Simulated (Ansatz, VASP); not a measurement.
Sr3Mo: VASP beside Ansatz

Contents of INCAR:

```
PREC = Accurate
ENCUT = 600
EDIFF = 1E-6
ISMEAR = 0
SIGMA = 0.1
LREAL = False
LASPH = True
NELM = 80
ALGO = Normal
ISIF = 3
LWAVE = False
LCHARG = False
GGA = PE
IBRION = 2
NSW = 90
EDIFFG = -0.04
```

KPOINTS

```
Automatic mesh
0
Gamma
  4 4 4
```

Contents of POSCAR:

```
Sr3Mo
1.0
    4.7905091538      0.0000000000      0.0000000000
    0.0000000000      4.7905091538      0.0000000000
    0.0000000000      0.0000000000      4.7905091538
Sr Mo
3 1
Direct
    0.0000000000      0.5000000000      0.5000000000
    0.5000000000      0.0000000000      0.5000000000
    0.5000000000      0.5000000000      0.0000000000
    0.0000000000      0.0000000000      0.0000000000
```

Input for Ansatz:

```yaml
crystal:
  lattice:
    - [4.7905091538, 0.0, 0.0]
    - [0.0, 4.7905091538, 0.0]
    - [0.0, 0.0, 4.7905091538]
  atoms:
    - { symbol: Sr, position: [0.0, 0.5, 0.5] }
    - { symbol: Sr, position: [0.5, 0.0, 0.5] }
    - { symbol: Sr, position: [0.5, 0.5, 0.0] }
    - { symbol: Mo, position: [0.0, 0.0, 0.0] }
basis:
  ecutwfc: 420
kpoints:
  mp_grid: { grid: [4, 4, 4] }
hamiltonian:
  xc: pbe
scf:
  occupations: { method: gaussian, width: 0.1 }
  lower_state_search: "off"
output:
  forces: true
  stress: true
  eigenvalues: true
relax:
  adjacent_minimum: "off"
  f_tol: 0.04
  max_steps: 70
  cell: { stress_tol: 0.4 }
```

Alike in both runs: task relaxation of cell and atoms; functional PBE; k mesh 4 × 4 × 4; occupations gaussian, width 0.1 eV; no spin polarisation.

|  | VASP | Ansatz |
| --- | --- | --- |
| version | VASP 6.6.1 | Ansatz 0.2.0 |
| potentials or method | VASP PAW PBE potentials, release 64 (Sr_sv, Mo_sv), cutoff 600 eV | scalar-relativistic, plane waves, PAW |
| valence electrons in the cell | 44 | 44 |

|  | VASP | Ansatz | Ansatz less VASP |
| --- | --- | --- | --- |
| gap on the k mesh at the Fermi level, each at its own relaxed structure (eV) | none | none | - |
| relaxed volume (Å³/atom) | 35.49 | 35.07 | -0.418 |
| relaxed cell length with the largest relative difference (Å) | 5.217 | 5.196 | -0.0205 |

A gap of «none» marks a metal or a gap that the smearing closes.

Noted on VASP's run: the volume moved by over 15 % at a fixed basis, so the end points are rough.
